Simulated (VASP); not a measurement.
# CeO2 (Fm-3m) in VASP: further runs

The runs below take CeO2 through single point, with r2SCAN.

Program: VASP 6.6.1. These are calculated values, not measurements. Logs are shortened: lines on timing, memory, paths and dates and some standing lists are left out, and cuts for length are marked.

### 1 The cell of the first run

The structure is cubic, space group Fm-3m (No. 225). The conventional cell has a = 5.437 Å, b = 5.437 Å, c = 5.437 Å, α = 90.00°, β = 90.00°, γ = 90.00°. Within 3.1 Å of Ce (site symmetry m-3m) lie 8 O at 2.35 Å. Within 3.1 Å of O (site symmetry -43m) lie 4 Ce at 2.35 Å and 6 O at 2.72 Å.

### 2 Single point, r2SCAN

POSCAR reads:

```
CeO2
1.0
    0.0000000000      2.7186496192      2.7186496192
    2.7186496192      0.0000000000      2.7186496192
    2.7186496192      2.7186496192      0.0000000000
Ce O
1 2
Direct
    0.0000000000      0.0000000000      0.0000000000
    0.2500000000      0.2500000000      0.2500000000
    0.7500000000      0.7500000000      0.7500000000
```

INCAR.step1 reads:

```
SYSTEM = CeO2
  PREC = Accurate
  ENCUT = 520
  ISMEAR = 0
  SIGMA = 0.01
  LREAL = .FALSE.
  LASPH = .TRUE.
  NELM = 60
  NBANDS = 19
  GGA = PE
  ALGO = Normal
  EDIFF = 1E-4
  LWAVE = .TRUE.
  LCHARG = .FALSE.
```

INCAR.step2 reads:

```
SYSTEM = CeO2
  PREC = Accurate
  ENCUT = 520
  EDIFF = 1E-6
  ISMEAR = 0
  SIGMA = 0.01
  LREAL = .FALSE.
  LASPH = .TRUE.
  NELM = 60
  ALGO = Normal
  ISIF = 2
  LWAVE = .FALSE.
  LCHARG = .FALSE.
  METAGGA = R2SCAN
  LMIXTAU = .TRUE.
  NBANDS = 19
  ISTART = 1
```

KPOINTS reads:

```
regular mesh
0
G
  6 6 6
  0 0 0
```

Potentials or basis: VASP PAW PBE potentials, release 64 (Ce, O).

The run is started by

```
$ cat potpaw_PBE.64/Ce/POTCAR potpaw_PBE.64/O/POTCAR > POTCAR
$ cp INCAR.step1 INCAR
$ mpirun -np 1 vasp_std > vasp.out
$ cp INCAR.step2 INCAR
$ mpirun -np 1 vasp_std > vasp.out
```

OUTCAR:

```text
SYSTEM = CeO2
   PREC = Accurate
   ENCUT = 520
   EDIFF = 1E-6
   ISMEAR = 0
   LREAL = .FALSE.
   LASPH = .TRUE.
   NELM = 60
   ISIF = 2
   METAGGA = R2SCAN
   ISTART = 1

 ion  position               nearest neighbor table
   1  0.000  0.000  0.000-   3 2.35   3 2.35   3 2.35   2 2.35   2 2.35   2 2.35   3 2.35   2 2.35

   2  0.250  0.250  0.250-   1 2.35   1 2.35   1 2.35   1 2.35
   3  0.750  0.750  0.750-   1 2.35   1 2.35   1 2.35   1 2.35

  LATTYP: Found a face centered cubic cell.
 ALAT       =     5.4372992384

  Lattice vectors:

 A1 = (   0.0000000000,   2.7186496192,   2.7186496192)
 A2 = (   2.7186496192,   0.0000000000,   2.7186496192)
 A3 = (   2.7186496192,   2.7186496192,   0.0000000000)

Analysis of symmetry for initial positions (statically):
=====================================================================
 Subroutine PRICEL returns:
 Original cell was already a primitive cell.

 Routine SETGRP: Setting up the symmetry group for a
 face centered cubic supercell.

 Subroutine GETGRP returns: Found 48 space group operations
 (whereof 48 operations were pure point group operations)
 out of a pool of 48 trial point group operations.

The static configuration has the point symmetry O_h .

Analysis of symmetry for dynamics (positions and initial velocities):
=====================================================================
 Subroutine PRICEL returns:
 Original cell was already a primitive cell.

 Routine SETGRP: Setting up the symmetry group for a
 face centered cubic supercell.

 Subroutine GETGRP returns: Found 48 space group operations
 (whereof 48 operations were pure point group operations)
 out of a pool of 48 trial point group operations.

The dynamic configuration has the point symmetry O_h .

 Subroutine INISYM returns: Found 48 space group operations
 (whereof 48 operations are pure point group operations),
 and found     1 'primitive' translations

----------------------------------------------------------------------------------------

                                     Primitive cell

  volume of cell :      40.1874

  direct lattice vectors                    reciprocal lattice vectors
     0.000000000  2.718649619  2.718649619    -0.183914836  0.183914836  0.183914836
     2.718649619  0.000000000  2.718649619     0.183914836 -0.183914836  0.183914836
     2.718649619  2.718649619  0.000000000     0.183914836  0.183914836 -0.183914836

  length of vectors
     3.844751163  3.844751163  3.844751163     0.318549841  0.318549841  0.318549841

  position of ions in fractional coordinates (direct lattice)
     0.000000000  0.000000000  0.000000000
     0.250000000  0.250000000  0.250000000
     0.750000000  0.750000000  0.750000000

  ion indices of the primitive-cell ions
   primitive index   ion index
                 1           1
                 2           2
                 3           3

----------------------------------------------------------------------------------------

 KPOINTS: regular mesh

Automatic generation of k-mesh.
 Grid dimensions read from file:
 generate k-points for:    6    6    6

 Generating k-lattice:

  Cartesian coordinates                     Fractional coordinates (reciprocal lattice)
    -0.030652473  0.030652473  0.030652473     0.166666667  0.000000000  0.000000000
     0.030652473 -0.030652473  0.030652473     0.000000000  0.166666667  0.000000000
     0.030652473  0.030652473 -0.030652473     0.000000000  0.000000000  0.166666667

  Length of vectors
     0.053091640  0.053091640  0.053091640

  Shift w.r.t. Gamma in fractional coordinates (k-lattice)
     0.000000000  0.000000000  0.000000000

 Subroutine IBZKPT returns following result:
 ===========================================

 Found     16 irreducible k-points:

 Following reciprocal coordinates:
            Coordinates               Weight
  0.000000  0.000000  0.000000      1.000000
  0.166667  0.000000  0.000000      8.000000
  0.333333  0.000000  0.000000      8.000000
  0.500000  0.000000  0.000000      4.000000
  0.166667  0.166667  0.000000      6.000000
  0.333333  0.166667  0.000000     24.000000
[... 8 lines left out ...]
 -0.333333  0.333333  0.166667     24.000000
 -0.333333  0.500000  0.166667     12.000000
   k-points           NKPTS =     16   k-points in BZ     NKDIM =     16   number of bands    NBANDS=     19
   number of dos      NEDOS =    301   number of ions     NIONS =      3
   total plane-waves  NPLWV =  27000
   dimension x,y,z NGX =    30 NGY =   30 NGZ =   30
   dimension x,y,z NGXF=    60 NGYF=   60 NGZF=   60
   ions per type =               1   2
   NGX,Y,Z   is equivalent  to a cutoff of  12.97, 12.97, 12.97 a.u.
   NGXF,Y,Z  is equivalent  to a cutoff of  25.94, 25.94, 25.94 a.u.
 SYSTEM =  CeO2
   PREC   = accura    normal or accurate (medium, high low for compatibility)
   ISTART =      1    job   : 0-new  1-cont  2-samecut
   ICHARG =      0    charge: 1-file 2-atom 10-const
   ISPIN  =      1    spin polarized calculation?
   LNONCOLLINEAR =      F non collinear calculations
   LSORBIT =      F    spin-orbit coupling
   LASPH  =      T    aspherical Exc in radial PAW
   ENCUT  =  520.0 eV  38.22 Ry    6.18 a.u.   7.15  7.15  7.15*2*pi/ulx,y,z
   NELM   =     60;   NELMIN=  2; NELMDL=  0     # of ELM steps
   EDIFF  = 0.1E-05   stopping-criterion for ELM
   LREAL  =      F    real-space projection
   EDIFFG = 0.1E-04   stopping-criterion for IOM
   NSW    =      0    number of steps for IOM
   IBRION =     -1    ionic relax: 0-MD 1-quasi-New 2-CG
   NFREE  =      0    steps in history (QN), initial steepest desc. (CG)
   ISIF   =      2    stress and relaxation
   ISYM   =      2    0-nonsym 1-usesym 2-fastsym
   POTIM  = 0.5000    time-step for ionic-motion
   TEBEG  =    0.0;   TEEND  =   0.0 temperature during run
   PSTRESS=    0.0 pullay stress
   NELECT =      24.0000    total number of electrons
   NUPDOWN=      -1.0000    fix difference up-down
   EMIN   =  10.00;   EMAX   =-10.00  energy-range for DOS
   EFERMI =   0.00;   METHOD = LEGACY
   ISMEAR =     0;   SIGMA  =   0.01  broadening in eV -4-tet -1-fermi 0-gaus
   EFERMI_NEDOS =   21; number of points for ismear=-14 and -15
   IALGO  =     38    algorithm
   IMIX   =      4    mixing-type and parameters
     AMIX     =   0.40;   BMIX     =  1.00
     AMIX_MAG =   1.60;   BMIX_MAG =  1.00
  volume/ion in A,a.u.               =      13.40        90.40
  Fermi-wavevector in a.u.,A,eV,Ry     =   1.378633  2.605239 25.859627  1.900629
  Thomas-Fermi vector in A             =   2.503677
   LORBIT       =      0    0 simple, 1 ext, 2 COOP (PROOUT), +10 PAW based schemes
   METAGGA = R2SCAN    functional components
   LHFCALC =     F    Hartree Fock is set to
   AEXX    =    0.0000 exact exchange contribution
   IVDW    =     0    specifies the selected vdW correction
   LEPSILON=     F    determine dielectric tensor
   LRPA    =     F    only Hartree local field effects (RPA)
 non-spin polarized calculation
 Gauss-broadening in eV      SIGMA  =   0.01
  energy-cutoff  :      520.00
  volume of cell :       40.19
 maximum number of plane-waves:      1106
 NGX is ok and might be reduce to    30
   NGX = 15   NGY = 15   NGZ = 15

 number of electron      23.9999991 magnetization

 Free energy of the ion-electron system (eV)
  ---------------------------------------------------
  ext. energy  EPLUGINS =         0.00000000
  ---------------------------------------------------
  free energy    TOTEN  =       -54.03224264 eV

  energy without entropy =      -54.03224264  energy(sigma->0) =      -54.03224264

 E-fermi :   4.9372     XC(G=0): -11.9738

 val. band max:        4.8139339464   @ k =   0.5000   0.3333   0.1667
 cond. band min:       7.0921552918   @ k =   0.5000   0.0000   0.0000
 fundamental gap:      2.2782213455
 Fermi energy:         4.9372415950

 k-point     1 :       0.0000    0.0000    0.0000
  band No.  band energies     occupation
      1     -28.6469      2.00000
      2     -12.3383      2.00000
      3     -11.4413      2.00000
      4     -10.2889      2.00000
      5     -10.2889      2.00000
      6     -10.2889      2.00000
[... 11 lines left out ...]
     18       8.0655      0.00000
     19       8.0655      0.00000

 k-point     2 :       0.1667    0.0000    0.0000
  band No.  band energies     occupation
      1     -28.5963      2.00000
      2     -13.0678      2.00000
      3     -11.6425      2.00000
      4     -10.3488      2.00000
      5     -10.3488      2.00000
      6      -9.5137      2.00000
[... 11 lines left out ...]
     18       7.9387      0.00000
     19       7.9387      0.00000

 k-point     3 :       0.3333    0.0000    0.0000
  band No.  band energies     occupation
      1     -28.4917      2.00000
      2     -13.9893      2.00000
      3     -12.0378      2.00000
      4     -10.4641      2.00000
      5     -10.4641      2.00000
      6      -8.4343      2.00000
[... 11 lines left out ...]
     18       7.9001      0.00000
     19       7.9001      0.00000

 k-point     4 :       0.5000    0.0000    0.0000
  band No.  band energies     occupation
      1     -28.4375      2.00000
      2     -14.3558      2.00000
      3     -12.2149      2.00000
      4     -10.5196      2.00000
      5     -10.5196      2.00000
      6      -7.9766      2.00000
[... 231 lines left out ...]
     18       7.6665      0.00000
     19       8.0351      0.00000

 k-point    15 :      -0.3333    0.3333    0.1667
  band No.  band energies     occupation
      1     -28.3848      2.00000
      2     -14.0214      2.00000
      3     -13.5969      2.00000
      4     -10.7612      2.00000
      5      -8.9794      2.00000
      6      -8.4979      2.00000
[... 11 lines left out ...]
     18       7.6577      0.00000
     19       8.1826      0.00000

 k-point    16 :      -0.3333    0.5000    0.1667
  band No.  band energies     occupation
      1     -28.3670      2.00000
      2     -14.3344      2.00000
      3     -13.2908      2.00000
      4     -10.8795      2.00000
      5      -9.4898      2.00000
      6      -7.9207      2.00000
[... 11 lines left out ...]
     18       7.6978      0.00000
     19       8.3007      0.00000

------------------------ aborting loop because EDIFF is reached ----------------------------------------

  FORCE on cell =-STRESS in cart. coord.  units (eV):
  Direction    XX          YY          ZZ          XY          YZ          ZX
  --------------------------------------------------------------------------------------
  -------------------------------------------------------------------------------------
  Total       -0.0582732     -0.0582732     -0.0582732      0.0000000      0.0000000      0.0000000
  in kB       -2.3232178     -2.3232178     -2.3232178      0.0000000      0.0000000      0.0000000
  external PRESSURE =      -2.3232178 kB  Pullay stress =       0.0000000 kB

 VOLUME and BASIS-vectors are now :
 -----------------------------------------------------------------------------
  energy-cutoff  :      520.00
  volume of cell :       40.19
      direct lattice vectors                 reciprocal lattice vectors
     0.000000000  2.718649619  2.718649619    -0.183914836  0.183914836  0.183914836
     2.718649619  0.000000000  2.718649619     0.183914836 -0.183914836  0.183914836
     2.718649619  2.718649619  0.000000000     0.183914836  0.183914836 -0.183914836

 POSITION                                       TOTAL-FORCE (eV/Angst)
 -----------------------------------------------------------------------------------
      0.00000      0.00000      0.00000         0.000000      0.000000     -0.000000
      1.35932      1.35932      1.35932        -0.000000     -0.000000     -0.000000
      4.07797      4.07797      4.07797         0.000000      0.000000      0.000000
 -----------------------------------------------------------------------------------
    total drift:                                0.000000     -0.000000      0.000000

  FREE ENERGIE OF THE ION-ELECTRON SYSTEM (eV)
  ---------------------------------------------------
  free  energy   TOTEN  =       -54.0322426366 eV

  energy  without entropy=      -54.0322426366  energy(sigma->0) =      -54.03224264
```

It took 2.5 min on 1 thread of Intel Xeon 8259CL, shared host; peak memory 0.19 GiB.

What came out:

```
Free energy            : -54.0322 eV
Pressure               : -0.2 GPa
Band gap on the k mesh : 2.28 eV (least direct gap 2.36 eV)
```

Caveat: the PAW data sets were made with another functional, which shifts forces and pressure a little; spin-orbit coupling is left out, which moves the levels of the heavy elements. Spin polarisation is off, so any magnetic state and its effect on volume and gap are missing.

### 3 Single point, r2SCAN (13.80 Å³/atom)

This run uses another cell than the first one, of 13.80 Å³/atom.

POSCAR reads:

```
CeO2
1.0
    0.0000000000      2.7455686928      2.7455686928
    2.7455686928      0.0000000000      2.7455686928
    2.7455686928      2.7455686928      0.0000000000
Ce O
1 2
Direct
    0.0000000000      0.0000000000      0.0000000000
    0.2500000000      0.2500000000      0.2500000000
    0.7500000000      0.7500000000      0.7500000000
```

INCAR.step1 reads:

```
PREC = Accurate ; ENCUT = 520
ISMEAR = 0 ; SIGMA = 0.01
LREAL = F ; LASPH = T
NELM = 60 ; NBANDS = 19
GGA = PE ; ALGO = Normal
EDIFF = 1E-4 ; LWAVE = T
LCHARG = F
```

INCAR.step2 reads:

```
PREC = Accurate ; ENCUT = 520
EDIFF = 1E-6 ; ISMEAR = 0
SIGMA = 0.01 ; LREAL = F
LASPH = T ; NELM = 60
ALGO = Normal ; ISIF = 2
LWAVE = F ; LCHARG = T
METAGGA = R2SCAN ; LMIXTAU = T
LELF = T ; LVHAR = T
NBANDS = 19 ; ISTART = 1
```

KPOINTS reads:

```
regular mesh
0
Gamma
  6 6 6
```

Potentials or basis: VASP PAW PBE potentials, release 64 (Ce, O).

The run is started by

```
$ cat potpaw_PBE.64/Ce/POTCAR potpaw_PBE.64/O/POTCAR > POTCAR
$ cp INCAR.step1 INCAR
$ mpirun -np 1 vasp_std > vasp.out
$ cp INCAR.step2 INCAR
$ mpirun -np 1 vasp_std > vasp.out
```

It took 2 min on 1 thread of Intel Xeon 8259CL, shared host; peak memory 0.18 GiB.

It converged, with:

```
Free energy            : -54.0133 eV
Pressure               : -5.5 GPa
Band gap on the k mesh : 2.17 eV (least direct gap 2.25 eV)
```

Levels at points of the mesh, in eV from the valence-band top:
```tsv
k point	band 9	band 10	band 11	band 12	band 13	band 14	band 15	band 16
(0.00, 0.00, 0.00)	-3.59	-0.44	-0.44	-0.44	2.56	2.56	2.56	2.69
(0.50, 0.00, 0.00)	-1.17	-1.05	-0.66	-0.66	2.17	2.39	2.39	2.57
(0.50, 0.50, 0.00)	-1.12	-0.62	-0.62	-0.44	2.31	2.31	2.31	2.45
```

Caveat: the cell stands under tension; the PAW data sets were made with another functional, which shifts forces and pressure a little; spin-orbit coupling is left out, which moves the levels of the heavy elements. A k mesh can miss the band edges.

### 4 Single point, r2SCAN (14.20 Å³/atom)

This run uses another cell than the first one, of 14.20 Å³/atom.

POSCAR reads:

```
CeO2
1.0
    0.0000000000      2.7719700114      2.7719700114
    2.7719700114      0.0000000000      2.7719700114
    2.7719700114      2.7719700114      0.0000000000
Ce O
1 2
Direct
    0.0000000000      0.0000000000      0.0000000000
    0.2500000000      0.2500000000      0.2500000000
    0.7500000000      0.7500000000      0.7500000000
```

INCAR.step1 reads:

```
PREC = Accurate
ENCUT = 520
ISMEAR = 0
SIGMA = 0.01
LREAL = F
LASPH = T
NELM = 100
NBANDS = 19
GGA = PE
ALGO = Normal
EDIFF = 1E-4
LWAVE = T
LCHARG = F
```

INCAR.step2 reads:

```
PREC = Accurate
ENCUT = 520
EDIFF = 1E-7
ISMEAR = 0
SIGMA = 0.01
LREAL = F
LASPH = T
NELM = 100
ALGO = Normal
ISIF = 2
LWAVE = F
LCHARG = F
METAGGA = R2SCAN
LMIXTAU = T
NBANDS = 19
ISTART = 1
```

KPOINTS reads:

```
Automatic mesh
0
Gamma
  6 6 6
```

The run is started by

```
$ cat potpaw_PBE.64/Ce/POTCAR potpaw_PBE.64/O/POTCAR > POTCAR
$ cp INCAR.step1 INCAR
$ mpirun -np 1 vasp_std > vasp.out
$ cp INCAR.step2 INCAR
$ mpirun -np 1 vasp_std > vasp.out
```

Run time: 2.2 min. Hardware: 1 thread of Intel Xeon 8259CL, shared host; peak memory 0.19 GiB.

The run converged. Its results:

* Free energy: -53.9574 eV
* Pressure: -10.0 GPa
* Band gap on the k mesh: 2.08 eV (least direct gap 2.14 eV)

Levels at points of the mesh, in eV from the valence-band top:
| k point | band 8 | band 9 | band 10 | band 11 | band 12 | band 13 | band 14 | band 15 | band 16 | band 17 |
| --- | --- | --- | --- | --- | --- | --- | --- | --- | --- | --- |
| (0.00, 0.00, 0.00) | -3.44 | -3.44 | -0.40 | -0.40 | -0.40 | 2.44 | 2.44 | 2.44 | 2.54 | 2.95 |
| (0.50, 0.00, 0.00) | -2.59 | -1.15 | -1.02 | -0.64 | -0.64 | 2.08 | 2.28 | 2.28 | 2.45 | 2.84 |
| (0.50, 0.50, 0.00) | -1.12 | -1.12 | -0.57 | -0.57 | -0.40 | 2.20 | 2.20 | 2.21 | 2.32 | 2.70 |

Caveat: the cell stands under tension; the PAW data sets were made with another functional, which shifts forces and pressure a little; spin-orbit coupling is left out, which moves the levels of the heavy elements.

### 5 The runs side by side

```csv
cell,gap on the mesh (eV),pressure (GPa)
"a = 3.845 Å, angles 60.0°, 3 atoms",2.28,-0.2
"a = 3.883 Å, angles 60.0°, 3 atoms",2.17,-5.5
"a = 3.920 Å, angles 60.0°, 3 atoms",2.08,-10.0
```

Alike in all rows: task single point; level r2SCAN; potentials or basis VASP PAW PBE potentials, release 64 (Ce, O); no spin polarisation; k mesh 6 × 6 × 6; cutoff (eV) 520; smearing gaussian 0.01 eV.

Caveats: the PAW data sets were made with another functional, which shifts forces and pressure a little; spin-orbit coupling is left out, which moves the levels of the heavy elements; the cell stands under tension (at least some runs).

Absolute energies hang on the potentials; compare differences alone.
